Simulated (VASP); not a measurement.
# BaTe (Fm-3m) in VASP: further runs

BaTe is run at these levels: PBEsol; tasks: relaxation of cell and atoms.

Program: VASP 6.6.1. These are calculated values, not measurements. Logs are shortened: lines on timing, memory, paths and dates and some standing lists are left out, and cuts for length are marked.

## 1. The cell of the first run

It takes space group Fm-3m (No. 225, cubic). Conventional cell: a = 6.943 Å, b = 6.943 Å, c = 6.943 Å, α = 90.00°, β = 90.00°, γ = 90.00°. Within 4.6 Å of Ba (site symmetry m-3m) lie 6 Te at 3.47 Å. Te (site symmetry m-3m) has 6 Ba at 3.47 Å within 4.6 Å.

## 2. Relaxation of cell and atoms, PBEsol, target pressure 7 GPa, at which the enthalpy is minimised

INCAR

```
SYSTEM = BaTe
PREC = Accurate
ENCUT = 600
EDIFF = 1E-6
ISMEAR = 0
SIGMA = 0.01
LREAL = .False.
LASPH = .True.
NELM = 60
ALGO = Normal
ISIF = 3
LWAVE = .False.
LCHARG = .False.
GGA = PS
IBRION = 2
NSW = 100
EDIFFG = -0.002
PSTRESS = 70.0
```

KPOINTS

```
Automatic mesh
0
Gamma
  6 6 6
  0 0 0
```

POSCAR

```
BaTe
1.0
    0.0000000000      3.4713686740      3.4713686740
    3.4713686740      0.0000000000      3.4713686740
    3.4713686740      3.4713686740      0.0000000000
Ba Te
1 1
Direct
    0.0000000000      0.0000000000      0.0000000000
    0.5000000000      0.5000000000      0.5000000000
```

Potentials or basis: VASP PAW PBE potentials, release 64 (Ba_sv, Te).

The run is started by

```console
> cat potpaw_PBE.64/Ba_sv/POTCAR potpaw_PBE.64/Te/POTCAR > POTCAR
> mpirun -np 1 vasp_std > vasp.out
```

OUTCAR:

```text
SYSTEM = BaTe
   PREC = Accurate
   ENCUT = 600
   EDIFF = 1E-6
   ISMEAR = 0
   LREAL = .False.
   LASPH = .True.
   NELM = 60
   ISIF = 3
   GGA = PS
   IBRION = 2
   NSW = 100
   EDIFFG = -0.002
   PSTRESS = 70.0

 ion  position               nearest neighbor table
   1  0.000  0.000  0.000-   2 3.47   2 3.47   2 3.47   2 3.47   2 3.47   2 3.47
   2  0.500  0.500  0.500-   1 3.47   1 3.47   1 3.47   1 3.47   1 3.47   1 3.47

  LATTYP: Found a face centered cubic cell.
 ALAT       =     6.9427373480

  Lattice vectors:

 A1 = (   0.0000000000,   3.4713686740,   3.4713686740)
 A2 = (   3.4713686740,   0.0000000000,   3.4713686740)
 A3 = (   3.4713686740,   3.4713686740,   0.0000000000)

Analysis of symmetry for initial positions (statically):
=====================================================================
 Subroutine PRICEL returns:
 Original cell was already a primitive cell.

 Routine SETGRP: Setting up the symmetry group for a
 face centered cubic supercell.

 Subroutine GETGRP returns: Found 48 space group operations
[... 9 lines left out ...]

 Routine SETGRP: Setting up the symmetry group for a
 face centered cubic supercell.

 Subroutine GETGRP returns: Found 48 space group operations
[... 11 lines left out ...]
                                     Primitive cell

  volume of cell :      83.6628

  direct lattice vectors                    reciprocal lattice vectors
     0.000000000  3.471368674  3.471368674    -0.144035407  0.144035407  0.144035407
     3.471368674  0.000000000  3.471368674     0.144035407 -0.144035407  0.144035407
     3.471368674  3.471368674  0.000000000     0.144035407  0.144035407 -0.144035407

  length of vectors
     4.909256659  4.909256659  4.909256659     0.249476643  0.249476643  0.249476643

  position of ions in fractional coordinates (direct lattice)
[... 8 lines left out ...]
----------------------------------------------------------------------------------------

 KPOINTS: Automatic mesh

Automatic generation of k-mesh.
 Grid dimensions read from file:
 generate k-points for:    6    6    6

 Generating k-lattice:

  Cartesian coordinates                     Fractional coordinates (reciprocal lattice)
    -0.024005901  0.024005901  0.024005901     0.166666667  0.000000000  0.000000000
     0.024005901 -0.024005901  0.024005901     0.000000000  0.166666667  0.000000000
     0.024005901  0.024005901 -0.024005901     0.000000000  0.000000000  0.166666667

  Length of vectors
     0.041579441  0.041579441  0.041579441

  Shift w.r.t. Gamma in fractional coordinates (k-lattice)
     0.000000000  0.000000000  0.000000000

 Subroutine IBZKPT returns following result:
 ===========================================

 Found     16 irreducible k-points:

 Following reciprocal coordinates:
            Coordinates               Weight
[... 26 lines left out ...]
   ISTART =      0    job   : 0-new  1-cont  2-samecut
   ICHARG =      2    charge: 1-file 2-atom 10-const
   ISPIN  =      1    spin polarized calculation?
   LNONCOLLINEAR =      F non collinear calculations
   LSORBIT =      F    spin-orbit coupling
   LASPH  =      T    aspherical Exc in radial PAW
   ENCUT  =  600.0 eV  44.10 Ry    6.64 a.u.   9.81  9.81  9.81*2*pi/ulx,y,z
   NELM   =     60;   NELMIN=  2; NELMDL= -5     # of ELM steps
   EDIFF  = 0.1E-05   stopping-criterion for ELM
   LREAL  =      F    real-space projection
   EDIFFG = -.2E-02   stopping-criterion for IOM
   NSW    =    100    number of steps for IOM
   IBRION =      2    ionic relax: 0-MD 1-quasi-New 2-CG
   NFREE  =      1    steps in history (QN), initial steepest desc. (CG)
   ISIF   =      3    stress and relaxation
   ISYM   =      2    0-nonsym 1-usesym 2-fastsym
   POTIM  = 0.5000    time-step for ionic-motion
   TEBEG  =    0.0;   TEEND  =   0.0 temperature during run
   PSTRESS=   70.0 pullay stress
   NELECT =      16.0000    total number of electrons
   NUPDOWN=      -1.0000    fix difference up-down
   EMIN   =  10.00;   EMAX   =-10.00  energy-range for DOS
   EFERMI =   0.00;   METHOD = LEGACY
   ISMEAR =     0;   SIGMA  =   0.01  broadening in eV -4-tet -1-fermi 0-gaus
   EFERMI_NEDOS =   21; number of points for ismear=-14 and -15
   IALGO  =     38    algorithm
   IMIX   =      4    mixing-type and parameters
     AMIX     =   0.40;   BMIX     =  1.00
     AMIX_MAG =   1.60;   BMIX_MAG =  1.00
  volume/ion in A,a.u.               =      41.83       282.29
  Fermi-wavevector in a.u.,A,eV,Ry     =   0.943201  1.782391 12.104116  0.889627
  Thomas-Fermi vector in A             =   2.070885
   LORBIT       =      0    0 simple, 1 ext, 2 COOP (PROOUT), +10 PAW based schemes
   GGA     = PS    functional components
   LHFCALC =     F    Hartree Fock is set to
   AEXX    =    0.0000 exact exchange contribution
   IVDW    =     0    specifies the selected vdW correction
   LEPSILON=     F    determine dielectric tensor
   LRPA    =     F    only Hartree local field effects (RPA)
 conjugate gradient relaxation of ions
 non-spin polarized calculation
 Gauss-broadening in eV      SIGMA  =   0.01
  energy-cutoff  :      600.00
  volume of cell :       83.66
 maximum number of plane-waves:      2806
   NGX = 19   NGY = 19   NGZ = 19

--------------------------------------- Ionic step        1  -------------------------------------------

 number of electron      16.0000000 magnetization

 Free energy of the ion-electron system (eV)
  ---------------------------------------------------
  ext. energy  EPLUGINS =         0.00000000
  ---------------------------------------------------
  free energy    TOTEN  =        -9.19019545 eV

  energy without entropy =       -9.19019545  energy(sigma->0) =       -9.19019545

 E-fermi :   2.3583     XC(G=0):  -8.5096

 val. band max:        2.3112917442   @ k =   0.0000   0.0000   0.0000
 cond. band min:       3.6845639039   @ k =   0.5000   0.5000   0.0000
 fundamental gap:      1.3732721597
 Fermi energy:         2.3583230304

 k-point     1 :       0.0000    0.0000    0.0000
  band No.  band energies     occupation
      1     -24.6082      2.00000
      2      -9.7530      2.00000
      3      -9.7530      2.00000
      4      -9.7530      2.00000
      5      -7.3240      2.00000
      6       2.3113      2.00000
      7       2.3113      2.00000
      8       2.3113      2.00000
      9       5.1586      0.00000
     10       5.1586      0.00000
     11       5.1586      0.00000
     12       5.1603      0.00000
[... 412 lines left out ...]
--------------------------------------- Ionic step        6  -------------------------------------------

 number of electron      16.0000000 magnetization

 Free energy of the ion-electron system (eV)
  ---------------------------------------------------
  ext. energy  EPLUGINS =         0.00000000
  ---------------------------------------------------
  free energy    TOTEN  =        -8.95946617 eV

  energy without entropy =       -8.95946617  energy(sigma->0) =       -8.95946617

 E-fermi :   3.4486     XC(G=0):  -9.1095

 val. band max:        3.3400225568   @ k =   0.0000   0.0000   0.0000
 cond. band min:       4.3044742290   @ k =   0.5000   0.5000   0.0000
 fundamental gap:      0.9644516722
 Fermi energy:         3.4486475619

 k-point     1 :       0.0000    0.0000    0.0000
  band No.  band energies     occupation
      1     -23.2748      2.00000
      2      -8.4589      2.00000
      3      -8.4589      2.00000
      4      -8.4589      2.00000
      5      -6.6653      2.00000
      6       3.3400      2.00000
      7       3.3400      2.00000
      8       3.3400      2.00000
      9       6.0208      0.00000
     10       6.0208      0.00000
     11       6.0208      0.00000
     12       6.8053      0.00000
[... 256 lines left out ...]
  energy  without entropy=       -8.9594661652  energy(sigma->0) =       -8.95946617

  enthalpy is  TOTEN    =        -5.7963191139 eV   P V=        3.1631470513

 reached required accuracy - stopping structural energy minimisation
```

OSZICAR:

```text
N       E                     dE             d eps       ncg     rms          rms(c)
DAV:   1     0.961150709088E+02    0.96115E+02   -0.69060E+03   384   0.124E+03
DAV:   2    -0.326720385253E+01   -0.99382E+02   -0.93617E+02   508   0.186E+02
DAV:   3    -0.916165941096E+01   -0.58945E+01   -0.58424E+01   520   0.526E+01
DAV:   4    -0.930610878890E+01   -0.14445E+00   -0.14437E+00   556   0.812E+00
[... 44 lines left out ...]
       N       E                     dE             d eps       ncg     rms          rms(c)
DAV:   1    -0.895948223489E+01    0.14657E-02   -0.44862E-04   404   0.162E-01    0.215E-02
DAV:   2    -0.895946987038E+01    0.12365E-04   -0.20673E-05   448   0.403E-02    0.929E-03
DAV:   3    -0.895946586785E+01    0.40025E-05   -0.15210E-05   556   0.272E-02    0.307E-03
DAV:   4    -0.895946616525E+01   -0.29740E-06   -0.13715E-07   192   0.337E-03
   6 F= -.57963191E+01 E0= -.57963191E+01  d E =-.407105E-05
```

Run time: 49 s. Hardware: 1 thread of Intel Xeon 6975P-C (Granite Rapids), shared host; peak memory 0.24 GiB.

Results:

```yaml
Free_energy: -8.9595 eV
Relaxed_volume: 36.20 Å³/atom
Relaxed_cell: a = 4.678 Å, b = 4.678 Å, c = 4.678 Å, α = 60.00°, β = 60.00°, γ = 60.00°
Space_group_after_relaxing_to_0.05_Å: Fm-3m (No. 225)
Energy_change_on_relaxing_the_enthalpy_is_what_falls: +115.4 meV/atom
Ionic_steps: 6
Pressure_after_relaxing: 7.0 GPa
Band_gap_on_the_k_mesh: 0.96 eV, indirect (least direct gap 1.33 eV)
```

Step by step:
```csv
step,energy change (eV),largest force (eV/Å),pressure (GPa),volume (Å³)
1,0.0000,0.0000,0.37,83.66
2,0.7790,0.0000,15.81,64.42
3,0.2235,0.0000,6.87,72.56
4,0.2327,0.0000,7.04,72.35
5,0.2292,0.0000,6.97,72.43
6,0.2307,0.0000,6.99,72.40
```

Final structure:
```yaml
crystal:
  lattice:
    - [0.00000, 3.30801, 3.30801]
    - [3.30801, 0.00000, 3.30801]
    - [3.30801, 3.30801, 0.00000]
  atoms:
    - { symbol: Ba, position: [0.00000, 0.00000, 0.00000] }
    - { symbol: Te, position: [0.50000, 0.50000, 0.50000] }
```

Levels at points of the mesh, in eV from the valence-band top:
```tsv
k point	band 5	band 6	band 7	band 8	band 9	band 10	band 11	band 12
(0.00, 0.00, 0.00)	-10.01	0.00	0.00	0.00	2.68	2.68	2.68	3.47
(0.50, 0.00, 0.00)	-8.62	-2.80	-1.55	-1.55	4.28	5.08	5.16	5.16
(0.50, 0.50, 0.00)	-9.76	-1.15	-0.36	-0.36	0.96	4.66	5.32	6.27
```

Caveat: the cell is relaxed towards a set pressure, so the enthalpy falls and the energy may rise; the PAW data sets were made with another functional, which shifts forces and pressure a little; spin-orbit coupling is left out, which moves the levels of the heavy elements.

## 3. Relaxation of cell and atoms, PBEsol, target pressure 10 GPa, at which the enthalpy is minimised

INCAR

```
SYSTEM = BaTe
PREC = Accurate ; ENCUT = 600
EDIFF = 1E-6 ; ISMEAR = 0
SIGMA = 0.01 ; LREAL = .FALSE.
LASPH = .TRUE. ; NELM = 100
ALGO = Normal ; ISIF = 3
LWAVE = .FALSE. ; LCHARG = .FALSE.
GGA = PS ; IBRION = 2
NSW = 100 ; EDIFFG = -0.002
PSTRESS = 100.0
```

KPOINTS

```
Automatic mesh
0
G
  6 6 6
  0 0 0
```

POSCAR is that of step 2.

Potentials or basis: VASP PAW PBE potentials, release 64 (Ba_sv, Te).

The run is started by

```console
> cat potpaw_PBE.64/Ba_sv/POTCAR potpaw_PBE.64/Te/POTCAR > POTCAR
> mpirun -np 1 vasp_std > vasp.out
```

Wall time 59 s (1 thread of Intel Xeon 6975P-C (Granite Rapids), shared host); peak memory 0.25 GiB.

Results (log left out):

```yaml
Free_energy: -8.7892 eV
Relaxed_volume: 34.58 Å³/atom
Relaxed_cell: a = 4.608 Å, b = 4.608 Å, c = 4.608 Å, α = 60.00°, β = 60.00°, γ = 60.00°
Space_group_after_relaxing_to_0.05_Å: Fm-3m (No. 225)
Energy_change_on_relaxing_the_enthalpy_is_what_falls: +200.5 meV/atom
Ionic_steps: 7
Pressure_after_relaxing: 10.0 GPa
Band_gap_on_the_k_mesh: 0.81 eV, indirect (least direct gap 1.15 eV)
```

The path:
```
step  energy change (eV)  largest force (eV/Å)  pressure (GPa)  volume (Å³)
   1              0.0000                0.0000            0.37        83.66
   2              1.8467                0.0000           29.99        56.77
   3              0.3656                0.0000            9.39        69.75
   4              0.3956                0.0000            9.91        69.25
   5              0.4126                0.0000           10.19        68.98
   6              0.3893                0.0000            9.80        69.36
   7              0.4010                0.0000           10.00        69.17
```

Final structure:
```
Ba Te
1.0
     0.00000    3.25806    3.25806
     3.25806    0.00000    3.25806
     3.25806    3.25806    0.00000
Ba Te
1 1
Direct
  0.00000 0.00000 0.00000
  0.50000 0.50000 0.50000
```

Levels at points of the mesh, in eV from the valence-band top:
```csv
k point,band 6,band 7,band 8,band 9,band 10,band 11
"(0.00, 0.00, 0.00)",0.00,0.00,0.00,2.61,2.61,2.61
"(0.50, 0.00, 0.00)",-2.96,-1.68,-1.68,4.33,5.18,5.22
"(0.50, 0.50, 0.00)",-1.12,-0.34,-0.34,0.81,4.71,5.55
```

Caveat: the cell is relaxed towards a set pressure, so the enthalpy falls and the energy may rise; the volume moved by over 15 % at a fixed basis, so the end points are rough; the PAW data sets were made with another functional, which shifts forces and pressure a little; spin-orbit coupling is left out, which moves the levels of the heavy elements.

## 4. Relaxation of cell and atoms, PBEsol, target pressure 15 GPa, at which the enthalpy is minimised

INCAR

```
PREC = Accurate
ENCUT = 600
EDIFF = 1E-7
ISMEAR = 0
SIGMA = 0.01
LREAL = F
LASPH = T
NELM = 100
ALGO = Normal
ISIF = 3
LWAVE = F
LCHARG = F
GGA = PS
IBRION = 2
NSW = 100
EDIFFG = -0.002
PSTRESS = 150.0
```

KPOINTS

```
Automatic mesh
0
Gamma
  6 6 6
```

POSCAR is that of step 3.

The run is started by

```console
> cat potpaw_PBE.64/Ba_sv/POTCAR potpaw_PBE.64/Te/POTCAR > POTCAR
> mpirun -np 1 vasp_std > vasp.out
```

It took 70 s on 1 thread of Intel Xeon 6975P-C (Granite Rapids), shared host; peak memory 0.25 GiB.

The run converged. Its results:

| Quantity | Value |
| --- | --- |
| Free energy | -8.4657 eV |
| Relaxed volume | 32.49 Å³/atom |
| Relaxed cell | a = 4.513 Å, b = 4.513 Å, c = 4.513 Å, α = 60.00°, β = 60.00°, γ = 60.00° |
| Space group after relaxing (to 0.05 Å) | Fm-3m (No. 225) |
| Energy change on relaxing (the enthalpy is what falls) | +362.3 meV/atom |
| Ionic steps | 5 |
| Pressure after relaxing | 15.0 GPa |
| Band gap on the k mesh | 0.57 eV, indirect (least direct gap 0.88 eV) |

Step by step:
```
step  energy change (eV)  largest force (eV/Å)  pressure (GPa)  volume (Å³)
   1              0.0000                0.0000            0.37        83.66
   2              5.2327                0.0000           71.33        45.41
   3              0.5765                0.0000           12.79        66.69
   4              0.6871                0.0000           14.45        65.39
   5              0.7245                0.0000           15.01        64.98
```

Final structure:
```xyz
2
Lattice="0.0000 3.1910 3.1910 3.1910 0.0000 3.1910 3.1910 3.1910 0.0000" Properties=species:S:1:pos:R:3 pbc="T T T"
Ba    0.0000    0.0000    0.0000
Te    3.1910    3.1910    3.1910
```

Levels at points of the mesh, in eV from the valence-band top:
| k point | band 5 | band 6 | band 7 | band 8 | band 9 | band 10 | band 11 | band 12 |
| --- | --- | --- | --- | --- | --- | --- | --- | --- |
| (0.00, 0.00, 0.00) | -10.32 | 0.00 | 0.00 | 0.00 | 2.49 | 2.49 | 2.49 | 3.49 |
| (0.50, 0.00, 0.00) | -8.38 | -3.19 | -1.87 | -1.87 | 4.39 | 5.30 | 5.30 | 5.31 |
| (0.50, 0.50, 0.00) | -10.08 | -1.06 | -0.30 | -0.30 | 0.57 | 4.78 | 5.88 | 6.60 |

Caveat: the cell is relaxed towards a set pressure, so the enthalpy falls and the energy may rise; the volume moved by over 15 % at a fixed basis, so the end points are rough; the PAW data sets were made with another functional, which shifts forces and pressure a little; spin-orbit coupling is left out, which moves the levels of the heavy elements. A k mesh can miss the band edges.

## 5. The runs side by side

| cell | gap on the mesh (eV) | pressure (GPa) |
| --- | --- | --- |
| relaxed to 7 GPa | 0.96 | 7.0 |
| relaxed to 10 GPa | 0.81 | 10.0 |
| relaxed to 15 GPa | 0.57 | 15.0 |

Alike in all rows: task relaxation of cell and atoms; level PBEsol; potentials or basis VASP PAW PBE potentials, release 64 (Ba_sv, Te); no spin polarisation; k mesh 6 × 6 × 6; cutoff (eV) 600; smearing gaussian 0.01 eV.

Caveats: the cell is relaxed towards a set pressure, so the enthalpy falls and the energy may rise; the PAW data sets were made with another functional, which shifts forces and pressure a little; spin-orbit coupling is left out, which moves the levels of the heavy elements; the volume moved by over 15 % at a fixed basis, so the end points are rough (some runs).

Absolute energies hang on the potentials; compare differences alone.
